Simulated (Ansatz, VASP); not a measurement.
Se: VASP beside Ansatz

```
Se
1.0
     0.00000    2.21751    2.21751
     2.21751    0.00000    2.21751
     2.21751    2.21751    0.00000
Se
1
Cartesian
  0.0000 0.0000 0.0000
```

Alike in both runs: task relaxation of cell and atoms; functional RPBE; k mesh 12 × 12 × 12; occupations fermi-dirac, width 0.1 eV; no spin polarisation.

|  | VASP | Ansatz |
| --- | --- | --- |
| version | VASP 6.6.1 | Ansatz 0.2.0 |
| potentials or method | VASP PAW PBE potentials, release 64 (Se), cutoff 600 eV | plane waves (420 eV) with PAW, scalar-relativistic |
| valence electrons in the cell | 6 | 16 |

Ansatz gave:

* relaxed volume (Å³/atom): 21.02
* relaxed cell length with the largest relative difference (Å): 3.098

Q: Which values does VASP return?

A: Relaxed volume (Å³/atom): 21.00; relaxed cell length with the largest relative difference (Å): 3.097.

VASP's potentials were made for PBE, not for RPBE. VASP's potentials hold 6 valence electrons a cell and Ansatz's 16, so a difference there can come from the potentials and not from the codes.
